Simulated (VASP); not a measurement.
Write the native input for VASP 6.6.1 that does the following.

```yaml
Task: single point
Functional: RPBE
Potentials_or_basis: VASP PAW PBE potentials, release 64 (Zr_sv, B)
Cutoff: 520 eV
k_mesh: 10 × 10 × 10
Occupations: methfessel-paxton, width 0.1 eV
Spin: non-collinear spin, zero start, spin-orbit coupling
Starting_moments: "[[0.0, 0.0, 0.0], [0.0, 0.0, 0.0]] μB"
Dipole_correction: no
Further_INCAR_settings: ALGO = Normal; EDIFF = 1e-06; NBANDS = 27
```

The structure of ZrB lies in POSCAR:

```
ZrB
1.0
    0.0000000000      2.3250000000      2.3250000000
    2.3250000000      0.0000000000      2.3250000000
    2.3250000000      2.3250000000      0.0000000000
Zr B
1 1
Direct
    0.0000000000      0.0000000000      0.0000000000
    0.5000000000      0.5000000000      0.5000000000
```

These files were run (other wordings do the same):

INCAR

```
PREC     = Accurate       # precision mode
ENCUT    = 520            # plane-wave cutoff, eV
EDIFF    = 1E-6           # SCF threshold, eV
ISMEAR   = 1              # smearing method
SIGMA    = 0.1            # smearing width, eV
LREAL    = F              # projectors in reciprocal space
LASPH    = T              # aspherical terms in the spheres
NELM     = 150            # most SCF steps
ALGO     = Normal         # electronic algorithm
ISIF     = 2              # what is computed and relaxed
LWAVE    = F              # write WAVECAR
LCHARG   = F              # write CHGCAR
MAGMOM   = 0 0 0 0 0 0    # initial moments
LORBIT   = 11             # projections on sites
LSORBIT  = T              # spin-orbit coupling
GGA_COMPAT= F            
LORBMOM  = T            
LMAXMIX  = 4              # l up to which the mixer works
GGA      = RP             # functional
NBANDS   = 27             # bands
```

KPOINTS

```
regular mesh
0
Gamma
  10 10 10
```

Potentials or basis: VASP PAW PBE potentials, release 64 (Zr_sv, B).

Run with:

```bash
$ cat potpaw_PBE.64/Zr_sv/POTCAR potpaw_PBE.64/B/POTCAR > POTCAR
$ mpirun -np 1 vasp_ncl > vasp.out
```

It gave:

The pressure is 37.8 GPa, the net moment is 0.00 μB per cell and the valence electrons inside the program's atomic spheres are Zr 10.10; B 1.92.

Caveat: the PAW data sets were made with another functional, which shifts forces and pressure a little.

Run time: 110 s on 1 thread of AMD EPYC 7R13, with other jobs on the host, peak memory 0.19 GiB.
